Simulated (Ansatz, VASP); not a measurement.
**Two plane-wave programs on Co**

```
Co
1.0
     2.47200    0.00000    0.00000
    -1.23600    2.14081    0.00000
     0.00000    0.00000    4.02114
Co
2
Direct
  0.66667 0.33333 0.75000
  0.33333 0.66667 0.25000
```

Alike in both runs: task single point; functional PBE; k mesh 12 × 12 × 7; occupations fermi-dirac, width 0.05 eV; collinear spin.

|  | VASP | Ansatz |
| --- | --- | --- |
| version | VASP 6.6.1 | Ansatz 0.2.0 |
| potentials or method | VASP PAW PBE potentials, release 64 (Co) | Ansatz PAW |
| plane-wave cutoff (eV) | 520 | 420 |
| valence electrons in the cell | 18 | 34 |

|  | VASP | Ansatz | Ansatz less VASP |
| --- | --- | --- | --- |
| gap on the k mesh at the Fermi level (eV) | none | none | - |
| pressure (GPa) | -3.6 | 4.7 | +8.31 |
| traceless stress, the component that is largest in VASP (GPa) | -0.62 | -1.85 | -1.233 |
| net moment per atom (μB) | 0.00 | 1.60 | +1.605 |
| size of the moment on the site where the two differ most (μB) | 0.84 | 1.68 | +0.836 |

The net moments are unlike, so the other rows may belong to different states. Site moments also hang on the region over which each program counts them. A gap of «none» marks a metal or a gap that the smearing closes. VASP's potentials hold 18 valence electrons a cell and Ansatz's 34, so a difference there can come from the potentials and not from the codes.
